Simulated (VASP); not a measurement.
Write the native input for VASP 6.6.1 that does the following.

| Quantity | Value |
| --- | --- |
| Task | single point |
| Functional | PBEsol |
| Potentials or basis | VASP PAW PBE potentials, release 64 (Co, H) |
| Cutoff | 520 eV |
| k mesh | 11 × 11 × 11 |
| Occupations | fermi-dirac, width 0.1 eV |
| Spin | collinear spin, ferromagnetic start |
| Starting moments | [1.8, 0.0] μB |
| Dipole correction | no |
| Further INCAR settings | ALGO = Normal; EDIFF = 1e-06; NBANDS = 16 |

The structure of CoH lies in POSCAR:

```
CoH
1.0
    0.0000000000      1.8490845514      1.8490845514
    1.8490845514      0.0000000000      1.8490845514
    1.8490845514      1.8490845514      0.0000000000
Co H
1 1
Direct
    0.0000000000      0.0000000000      0.0000000000
    0.5000000000      0.5000000000      0.5000000000
```

The input as run:

INCAR

```
SYSTEM = CoH
  PREC = Accurate
  ENCUT = 520
  EDIFF = 1E-6
  ISMEAR = -1
  SIGMA = 0.1
  LREAL = .False.
  LASPH = .True.
  NELM = 150
  ALGO = Normal
  ISIF = 2
  LWAVE = .False.
  LCHARG = .False.
  ISPIN = 2
  MAGMOM = 1.8 0
  LORBIT = 11
  LMAXMIX = 4
  GGA = PS
  NBANDS = 16
```

KPOINTS

```
regular mesh
0
Gamma
  11 11 11
  0 0 0
```

Potentials or basis: VASP PAW PBE potentials, release 64 (Co, H).

Launch:

```bash
$ cat potpaw_PBE.64/Co/POTCAR potpaw_PBE.64/H/POTCAR > POTCAR
$ mpirun -np 1 vasp_std > vasp.out
```

It gave:

```yaml
Pressure: -8.6 GPa
Net_moment: 1.18 μB per cell
Site_moments: Co +1.21; H -0.01 μB
Valence_electrons_inside_the_program's_atomic_spheres: Co 8.36; H 0.54
```

Caveat: the PAW data sets were made with another functional, which shifts forces and pressure a little.

Wall time 16 s on 1 thread of Intel(R) Xeon(R) Platinum 8488C (Sapphire Rapids), with other jobs on the host, peak memory 0.14 GiB.
